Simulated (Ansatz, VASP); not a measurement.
**SiC: VASP beside Ansatz**

The input POSCAR:

```
SiC
1.0
    3.0760000000      0.0000000000      0.0000000000
   -1.5380000000      2.6638941420      0.0000000000
    0.0000000000      0.0000000000      5.0480000000
Si C
2 2
Direct
    0.6666666667      0.3333333333      0.5000000000
    0.3333333333      0.6666666667      0.0000000000
    0.6666666667      0.3333333333      0.8850000000
    0.3333333333      0.6666666667      0.3850000000
```

The input INCAR.step1:

```
SYSTEM = SiC
ALGO = Normal
EDIFF = 1E-4
ENCUT = 520
GGA = PE
ISMEAR = -1
LASPH = .TRUE.
LCHARG = .FALSE.
LREAL = .FALSE.
LWAVE = .TRUE.
NBANDS = 16
NELM = 80
PREC = Accurate
SIGMA = 0.05
```

Contents of INCAR.step2:

```
SYSTEM = SiC
ALGO = Normal
EDIFF = 1E-6
ENCUT = 520
ISIF = 2
ISMEAR = -1
ISTART = 1
LASPH = .TRUE.
LCHARG = .TRUE.
LELF = .TRUE.
LMIXTAU = .TRUE.
LREAL = .FALSE.
LVHAR = .TRUE.
LWAVE = .FALSE.
METAGGA = R2SCAN
NBANDS = 16
NELM = 80
PREC = Accurate
SIGMA = 0.05
```

Contents of KPOINTS:

```
k-points
0
G
  10 10 5
  0 0 0
```

Contents of input.yaml:

```yaml
crystal:
  lattice:
    - [3.076, 0.0, 0.0]
    - [-1.538, 2.663894142, 0.0]
    - [0.0, 0.0, 5.048]
  atoms:
    - { symbol: Si, position: [0.6666666667, 0.3333333333, 0.5] }
    - { symbol: Si, position: [0.3333333333, 0.6666666667, 0.0] }
    - { symbol: C, position: [0.6666666667, 0.3333333333, 0.885] }
    - { symbol: C, position: [0.3333333333, 0.6666666667, 0.385] }
hamiltonian:
  xc: r2scan
  pseudopotentials: { kind: paw }
kpoints:
  mp_grid: { grid: [10, 10, 5] }
  band_path:
    path:
      - [[0.0, 0.0, 0.0], [0.5, 0.0, 0.0], [0.3333333333, 0.3333333333, 0.0], [0.0, 0.0, 0.0], [0.0, 0.0, 0.5], [0.5, 0.0, 0.5], [0.3333333333, 0.3333333333, 0.5], [0.0, 0.0, 0.5]]
      - [[0.5, 0.0, 0.5], [0.5, 0.0, 0.0]]
      - [[0.3333333333, 0.3333333333, 0.0], [0.3333333333, 0.3333333333, 0.5]]
    npoints: 14
scf:
  occupations: { method: fermi_dirac, width: 0.05 }
  n_extra_bands: 10
output:
  forces: true
  stress: true
  eigenvalues: true
  fatbands: false
```

Alike in both runs: functional r2SCAN; k mesh 10 × 10 × 5; occupations fermi-dirac, width 0.05 eV; no spin polarisation.

|  | VASP | Ansatz |
| --- | --- | --- |
| version | VASP 6.6.1 | Ansatz 0.2.0 |
| potentials or method | VASP PAW PBE potentials, release 64 (Si, C) | Ansatz PAW |
| plane-wave cutoff (eV) | 520 | 500 |
| valence electrons in the cell | 16 | 16 |
| task | single point | band structure |

|  | VASP | Ansatz | Ansatz less VASP |
| --- | --- | --- | --- |
| gap on the k mesh at the Fermi level (eV) | 2.86 | 2.85 | -0.007 |
| least direct gap on the mesh (eV) | 4.59 | 4.58 | -0.008 |
| pressure (GPa) | 0.0 | 0.2 | +0.19 |
| traceless stress, the component that is largest in VASP (GPa) | -2.72 | -2.77 | -0.044 |
| rms of the force components (eV/Å) | 0.445 | 0.446 | +0.0007 |

VASP's potentials were made for PBE, not for r2SCAN. Atom by atom the forces differ by 0.001 eV/Å (rms over components).

Noted on Ansatz's run: the k mesh misses the band edges, so the gap on the mesh is wider than the one along the path.
